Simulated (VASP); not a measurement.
**BeS: single point with r2SCAN**

The system is BeS.

```
CELL_PARAMETERS angstrom
0.00000 2.40121 2.40121
2.40121 0.00000 2.40121
2.40121 2.40121 0.00000
ATOMIC_POSITIONS crystal
Be 0.00000 0.00000 0.00000
S 0.25000 0.25000 0.25000
```

```json
{
  "Program": "VASP 6.6.1",
  "Task": "single point",
  "Functional": "r2SCAN",
  "Potentials or basis": "VASP PAW PBE potentials, release 64 (Be, S)",
  "Cutoff": "520 eV",
  "k mesh": "10 × 10 × 10",
  "Occupations": "fermi-dirac, width 0.02 eV",
  "Spin": "no spin polarisation"
}
```

```json
{"Pressure": "4.6 GPa", "Band gap on the k mesh": "3.50 eV, indirect (least direct gap 6.24 eV)"}
```

Levels at points of the mesh, in eV from the valence-band top:
```
           k point  band 2  band 3  band 4  band 5  band 6  band 7
(0.00, 0.00, 0.00)    0.00    0.00    0.00    6.24    6.24    6.24
(0.50, 0.00, 0.00)   -6.16   -1.10   -1.10    6.21    7.13    7.13
(0.50, 0.50, 0.00)   -5.35   -2.82   -2.82    3.50    5.35   14.11
```

It took 59 s on 1 thread of Intel(R) Xeon(R) Platinum 8259CL CPU @ 2.50GHz (Skylake/Cascade Lake), on a shared host, peak memory 0.16 GiB.

Caveat: the PAW data sets were made with another functional, which shifts forces and pressure a little. A k mesh can miss the band edges.
